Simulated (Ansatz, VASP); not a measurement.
## Na2H3: VASP beside Ansatz

```
Na H
1.0
     3.54340    0.00000    0.00000
     0.00000    3.54340    0.00000
     0.00000    0.00000    7.08426
Na H
2 3
Direct
  0.00000 0.00000 0.71360
  0.00000 0.00000 0.28640
  0.50000 0.00000 0.50003
  0.00000 0.50000 0.49997
  0.00000 0.00000 0.00000
```

Change from the starting cell: ordered vacancies on the anion sites of rhenium trioxide (P-4m2, No. 115).

Alike in both runs: functional PBE; k mesh 10 × 10 × 6; occupations gaussian, width 0.1 eV; no spin polarisation.

Ansatz relaxed the structure, and its values are those at the end. VASP's run is a single point on that final structure, the one shown.

|  | VASP | Ansatz |
| --- | --- | --- |
| version | VASP 6.6.1 | Ansatz 0.2.0 |
| potentials or method | VASP PAW PBE potentials, release 64 (Na_pv, H), cutoff 520 eV | scalar-relativistic, plane waves, PAW |
| valence electrons in the cell | 17 | 21 |

```tsv
	VASP	Ansatz	Ansatz less VASP
gap on the k mesh at the Fermi level (eV)	none	none	-
pressure (GPa)	-0.1	0.0	+0.03
```

A gap of «none» marks a metal or a gap that the smearing closes. With one functional, cell and mesh, what is left measures potentials, basis and numerics. VASP's potentials hold 17 valence electrons a cell and Ansatz's 21, so a difference there can come from the potentials and not from the codes.
